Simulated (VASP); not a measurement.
GdOs3, 4 atoms in the cell. Symmetry: Pm-3m, No. 221, cubic system. The conventional cell has a = 4.065 Å, b = 4.065 Å, c = 4.065 Å, α = 90.00°, β = 90.00°, γ = 90.00°. Gd (site symmetry m-3m) has 12 Os at 2.87 Å within 3.8 Å. Within 3.8 Å of Os (site symmetry 4/mmm) lie 4 Gd at 2.87 Å and 8 Os at 2.87 Å. 

| Quantity | Value |
| --- | --- |
| Program | VASP 6.6.1 |
| Task | single point |
| Functional | PBE |
| Potentials or basis | VASP PAW PBE potentials, release 64 (Gd, Os) |
| Cutoff | 520 eV |
| k mesh | 8 × 8 × 8 |
| Occupations | gaussian, width 0.05 eV |
| Spin | collinear spin, ferromagnetic start |
| Starting moments | [7.49, 0.0, 0.0, 0.0] μB |
| Dipole correction | no |
| k mesh for the DOS | 12 × 12 × 12 |
| Occupations for the DOS | tetrahedron |
| Further INCAR settings | ALGO = Normal; EDIFF = 1e-06; NBANDS = 33 |

Potentials or basis: VASP PAW PBE potentials, release 64 (Gd, Os).

The run is started by

```bash
$ cat potpaw_PBE.64/Gd/POTCAR potpaw_PBE.64/Os/POTCAR > POTCAR
$ cp INCAR.step1 INCAR
$ cp KPOINTS.step1 KPOINTS
$ mpirun -np 1 vasp_std > vasp.out
$ cp INCAR.step2 INCAR
$ cp KPOINTS.step2 KPOINTS
$ mpirun -np 1 vasp_std > vasp.out
```

Hardware: 1 thread of AMD EPYC 9R45 96-Core Processor (Zen 5), on a shared host.

Problem. Estimate the wall time of this run.

Solution. Run time: 4.3 min on 1 thread of AMD EPYC 9R45 96-Core Processor (Zen 5), on a shared host, peak memory 0.38 GiB. Counts: k points 84.
